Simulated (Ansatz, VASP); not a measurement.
**Lu: VASP beside Ansatz**

```
CELL_PARAMETERS angstrom
3.50990 0.00000 0.00000
-1.75495 3.03966 0.00000
0.00000 0.00000 5.51093
ATOMIC_POSITIONS crystal
Lu 0.33333 0.66667 0.25000
Lu 0.66667 0.33333 0.75000
```

Change from the starting cell: zz strain of -1 %, crystal datasets.

Alike in both runs: task electric field gradients; functional PBEsol; k mesh 13 × 13 × 8; occupations fermi-dirac, width 0.03 eV; no spin polarisation.

|  | VASP | Ansatz |
| --- | --- | --- |
| version | VASP 6.6.1 | Ansatz 0.2.0 |
| potentials or method | VASP PAW PBE potentials, release 64 (Lu), cutoff 520 eV | all-electron PAW with datasets made for the crystal, scalar-relativistic |

```tsv
	VASP	Ansatz	Ansatz less VASP
pressure (GPa)	-2.9	-3.0	-0.10
traceless stress, the component that is largest in VASP (GPa)	-0.48	-0.48	+0.001
size of Vzz on the site where it differs most (V/Å²)	69.1	61.1	-7.93
```

VASP's potentials were made for PBE, not for PBEsol. Ansatz ran all-electron here, and VASP with PAW potentials.

Spin-orbit coupling is off throughout.
